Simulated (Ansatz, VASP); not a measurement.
MgO: VASP beside Ansatz

File INCAR:

```
SYSTEM = MgO
PREC     = Accurate       ! precision mode
ENCUT    = 520            ! plane-wave cutoff, eV
EDIFF    = 1E-6           ! SCF threshold, eV
ISMEAR   = 0              ! smearing method
SIGMA    = 0.05           ! smearing width, eV
LREAL    = .False.        ! projectors in reciprocal space
LASPH    = .True.         ! aspherical terms in the spheres
NELM     = 80             ! most SCF steps
ALGO     = Normal         ! electronic algorithm
ISIF     = 2              ! what is computed and relaxed
LWAVE    = .False.        ! write WAVECAR
LCHARG   = .False.        ! write CHGCAR
GGA      = PE             ! functional
NBANDS   = 36             ! bands
```

File KPOINTS:

```
regular mesh
0
Gamma
  9 9 2
  0 0 0
```

The input POSCAR:

```
MgO
1.0
    2.1351500000     -2.1351500000      0.0000000000
    2.1351500000      0.0000000000     -2.1351500000
    8.9736127019      8.9736127019      8.9736127019
Mg O
6 6
Direct
    0.6666666667      0.6666666667      0.0396560834
    0.0000000000      0.0000000000      0.8327777505
    0.3333333333      0.3333333333      0.1982804168
    0.6666666667      0.6666666667      0.5155290837
    0.0000000000      0.0000000000      0.3569047502
    0.3333333333      0.3333333333      0.6741534171
    0.6666666667      0.6666666667      0.2775925835
    0.0000000000      0.0000000000      0.1189682501
    0.3333333333      0.3333333333      0.4362169169
    0.6666666667      0.6666666667      0.7534655838
    1.0000000000      1.0000000000      0.5948412504
    0.3333333333      0.3333333333      0.9120899172
```

Input for Ansatz:

```yaml
crystal:
  lattice:
    - [2.13515, -2.13515, 0.0]
    - [2.13515, 0.0, -2.13515]
    - [8.9736127019, 8.9736127019, 8.9736127019]
  atoms:
    - { symbol: Mg, position: [0.6666666667, 0.6666666667, 0.0396560834] }
    - { symbol: Mg, position: [0.0, 0.0, 0.8327777505] }
    - { symbol: Mg, position: [0.3333333333, 0.3333333333, 0.1982804168] }
    - { symbol: Mg, position: [0.6666666667, 0.6666666667, 0.5155290837] }
    - { symbol: Mg, position: [0.0, 0.0, 0.3569047502] }
    - { symbol: Mg, position: [0.3333333333, 0.3333333333, 0.6741534171] }
    - { symbol: O, position: [0.6666666667, 0.6666666667, 0.2775925835] }
    - { symbol: O, position: [0.0, 0.0, 0.1189682501] }
    - { symbol: O, position: [0.3333333333, 0.3333333333, 0.4362169169] }
    - { symbol: O, position: [0.6666666667, 0.6666666667, 0.7534655838] }
    - { symbol: O, position: [1.0, 1.0, 0.5948412504] }
    - { symbol: O, position: [0.3333333333, 0.3333333333, 0.9120899172] }
basis:
  ecutwfc: 420
kpoints:
  mp_grid: { grid: [9, 9, 2] }
hamiltonian:
  xc: pbe
scf:
  occupations: { method: gaussian, width: 0.05 }
output:
  forces: true
  stress: true
  eigenvalues: true
```

Alike in both runs: task single point; functional PBE; k mesh 9 × 9 × 2; occupations gaussian, width 0.05 eV; no spin polarisation.

|  | VASP | Ansatz |
| --- | --- | --- |
| version | VASP 6.6.1 | Ansatz 0.2.0 |
| potentials or method | VASP PAW PBE potentials, release 64 (Mg, O), cutoff 520 eV | scalar-relativistic, plane waves, PAW |
| valence electrons in the cell | 48 | 96 |

Ansatz gave:

```
gap on the k mesh at the Fermi level (eV)                     : 0.54
least direct gap on the mesh (eV)                             : 0.54
pressure (GPa)                                                : -4.4
traceless stress, the component that is largest in VASP (GPa) : -4.44
rms of the force components (eV/Å)                            : 0.766
```

What did VASP give for the same quantities?

gap on the k mesh at the Fermi level (eV): 0.50; least direct gap on the mesh (eV): 0.50; pressure (GPa): -5.0; traceless stress, the component that is largest in VASP (GPa): -4.44; rms of the force components (eV/Å): 0.765.

Atom by atom the forces differ by 0.005 eV/Å (rms over components). VASP's potentials hold 48 valence electrons a cell and Ansatz's 96, so a difference there can come from the potentials and not from the codes.
